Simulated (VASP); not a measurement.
Here is a VASP 6.6.1 calculation.

File INCAR:

```
SYSTEM = Rb
PREC = Accurate
ENCUT = 520
EDIFF = 1E-6
ISMEAR = 0
SIGMA = 0.1
LREAL = .False.
LASPH = .True.
NELM = 100
ALGO = Fast
ISIF = 2
LWAVE = .False.
LCHARG = .True.
GGA = PS
LELF = .True.
LVHAR = .True.
NBANDS = 10
```

Contents of KPOINTS:

```
regular mesh
0
Gamma
  10 10 10
  0 0 0
```

The input POSCAR:

```
Rb
1.0
   -2.8630179200      2.8630179200      2.8630179200
    2.8630179200     -2.8630179200      2.8630179200
    2.8630179200      2.8630179200     -2.8630179200
Rb
1
Direct
    0.0000000000      0.0000000000      0.0000000000
```

Potentials or basis: VASP PAW PBE potentials, release 64 (Rb_sv).

The run is started by

```bash
$ cat potpaw_PBE.64/Rb_sv/POTCAR > POTCAR
$ mpirun -np 1 vasp_std > vasp.out
```

Q: Predict the band gap on the k mesh.

A: Zero (an odd number of electrons rules out a gap without spin polarisation).

Q: What does it give for the pressure?

A: -0.2 GPa.

Caveat: the cell differs from its parent crystal (strained); the PAW data sets were made with another functional, which shifts forces and pressure a little.
